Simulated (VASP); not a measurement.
Runs of VASP 6.6.1 on NiO. It takes space group Fm-3m (No. 225, cubic). The conventional cell has a = 4.199 Å, b = 4.199 Å, c = 4.199 Å, α = 90.00°, β = 90.00°, γ = 90.00°. Within 2.8 Å of Ni (site symmetry m-3m) lie 6 O at 2.10 Å. O (site symmetry m-3m) has 6 Ni at 2.10 Å within 2.8 Å. 

```csv
spin,fixed moment (μB),pressure (GPa),moment (μB)
"collinear, ferromagnetic start",4.0,(a),4.00
"collinear, ferromagnetic start",2.0,-1.4,2.00
"collinear, zero start",0.0,-13.0,0.00
"collinear, ferromagnetic start",-,-13.0,0.00
```

Alike in all rows: task single point; level r2SCAN; potentials or basis VASP PAW PBE potentials, release 64 (Ni, O); cell as given; k mesh 9 × 9 × 9; cutoff (eV) 520; smearing fermi-dirac 0.02 eV.

Question: Fill in the values left out.

Answer: (a) 59.9.

Caveats: the PAW data sets were made with another functional, which shifts forces and pressure a little; the total moment is fixed, so each spin has its own Fermi level (some runs); a cell with one magnetic atom can't hold antiferromagnetic order, which such compounds often take (some runs).
